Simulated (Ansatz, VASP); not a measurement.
LiH: VASP beside Ansatz

```xyz
4
Lattice="3.3476 0.0000 0.0000 -1.6738 2.8991 0.0000 0.0000 0.0000 4.0216" Properties=species:S:1:pos:R:3 pbc="T T T"
Li    0.0000    1.9327    1.0054
Li    1.6738    0.9664    3.0162
H     1.6738    0.9664    1.0054
H     0.0000    1.9327    3.0162
```

Change from the starting cell: epitaxial_xy strain +2.9%.

Alike in both runs: task single point; functional r2SCAN; k mesh 12 × 12 × 6; no spin polarisation.

|  | VASP | Ansatz |
| --- | --- | --- |
| version | VASP 6.6.1 | Ansatz 0.2.0 |
| potentials or method | VASP PAW PBE potentials, release 64 (Li_sv, H) | plane waves, PAW |
| plane-wave cutoff (eV) | 520 | 500 |
| occupations | gaussian, width 0.01 eV | fixed |
| valence electrons in the cell | 8 | 8 |

VASP gave:

```
gap on the k mesh at the Fermi level (eV) : 2.10
```

Q: Estimate Ansatz's values.

A: gap on the k mesh at the Fermi level (eV): 2.13.

VASP's potentials were made for PBE, not for r2SCAN.

Noted on VASP's run: the cutoff is short for stress, so the pressure is rough.
